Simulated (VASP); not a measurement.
Set up this calculation in VASP 6.6.1, as the native input.

```yaml
Task: single point
Functional: r2SCAN
Potentials_or_basis: VASP PAW PBE potentials, release 64 (P)
Cutoff: 520 eV
k_mesh: 9 × 9 × 1
Occupations: gaussian, width 0.02 eV
Spin: no spin polarisation
Dipole_correction: yes
Further_INCAR_settings: ALGO = Normal; EDIFF = 1e-07; NBANDS = 12
```

System: P, a slab with vacuum.

```
CELL_PARAMETERS angstrom
3.09100 0.00000 0.00000
-1.54550 2.67688 0.00000
0.00000 0.00000 28.00000
ATOMIC_POSITIONS crystal
P 0.33333 0.66667 0.51404
P 0.66667 0.33333 0.48596
```

The input as run:

POSCAR

```
P
1.0
    3.0910000000      0.0000000000      0.0000000000
   -1.5455000000      2.6768845231      0.0000000000
    0.0000000000      0.0000000000     28.0000000000
P
2
Direct
    0.3333333333      0.6666666667      0.5140357143
    0.6666666667      0.3333333333      0.4859642857
```

INCAR.step1

```
PREC = Accurate ; ENCUT = 520
ISMEAR = 0 ; SIGMA = 0.02
LREAL = F ; LASPH = T
NELM = 100 ; LDIPOL = T
IDIPOL = 3 ; DIPOL = 0.5 0.5 0.500
NBANDS = 12 ; GGA = PE
ALGO = Normal ; EDIFF = 1E-4
LWAVE = T ; LCHARG = F
```

INCAR.step2

```
PREC = Accurate ; ENCUT = 520
EDIFF = 1E-7 ; ISMEAR = 0
SIGMA = 0.02 ; LREAL = F
LASPH = T ; NELM = 100
ALGO = Normal ; ISIF = 2
LWAVE = F ; LCHARG = F
LDIPOL = T ; IDIPOL = 3
DIPOL = 0.5 0.5 0.500 ; METAGGA = R2SCAN
LMIXTAU = T ; NBANDS = 12
ISTART = 1
```

KPOINTS

```
regular mesh
0
Gamma
  9 9 1
```

Potentials or basis: VASP PAW PBE potentials, release 64 (P).

Run with:

```bash
$ cat potpaw_PBE.64/P/POTCAR > POTCAR
$ cp INCAR.step1 INCAR
$ mpirun -np 1 vasp_std > vasp.out
$ cp INCAR.step2 INCAR
$ mpirun -np 1 vasp_std > vasp.out
```

Results of the run:

- Largest force: 7.932 eV/Å
- Band gap on the k mesh: zero (bands 5 and 6 overlap by 0.45 eV)

Caveat: the PAW data sets were made with another functional, which shifts forces and pressure a little.

Wall time 2.4 min on 1 thread of AMD EPYC 9R45 96-Core Processor (Zen 5), on a shared host, peak memory 0.34 GiB.
